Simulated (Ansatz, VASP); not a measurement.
**Si16O: VASP beside Ansatz**

```xyz
17
Lattice="0.0000 5.4300 5.4300 5.4300 0.0000 5.4300 5.4300 5.4300 0.0000" Properties=species:S:1:pos:R:3 pbc="T T T"
Si   -0.1178    0.1168   -0.1163
Si    1.2940    1.1655    1.2941
Si    2.5613    2.8704    0.2337
Si    4.2648    4.1360    1.2958
Si    2.6920   -0.0533    2.6918
Si    3.9620    1.4688    3.9624
Si    5.4847    2.7392    2.6928
Si    6.7628    4.0997    4.1076
Si    0.2347    2.8714    2.5604
Si    1.2948    4.1368    4.2657
Si    2.5620    5.1986    2.5621
Si    3.9802    6.8758    3.9834
Si    2.6925    2.7396    5.4849
Si    4.1079    4.1004    6.7618
Si    5.3308    5.5329    5.3298
Si    6.7634    6.7543    6.7631
O     7.2576    3.6033    7.2579
```

Alike in both runs: functional r2SCAN; k mesh 2 × 2 × 2; occupations gaussian, width 0.02 eV; collinear spin.

Ansatz relaxed the structure, and its values are those at the end. VASP's run is a single point on that final structure, the one shown.

|  | VASP | Ansatz |
| --- | --- | --- |
| version | VASP 6.6.1 | Ansatz 0.2.0 |
| potentials or method | VASP PAW PBE potentials, release 64 (Si, O), cutoff 580 eV | scalar-relativistic, plane waves, PAW |
| valence electrons in the cell | 70 | 70 |

VASP gave:

| Item | Value |
| --- | --- |
| rms of the force components (eV/Å) | 0.008 |
| net moment per atom (μB) | 0.00 |

Which values does Ansatz return?

rms of the force components (eV/Å): 0.005; net moment per atom (μB): 0.00.

VASP's potentials were made for PBE, not for r2SCAN. With one functional, cell and mesh, what is left measures potentials, basis and numerics. Ansatz's warnings: filled band counts differ across k points, seeded moment not kept.

The k mesh is coarse, so the values compare programs but aren't converged.
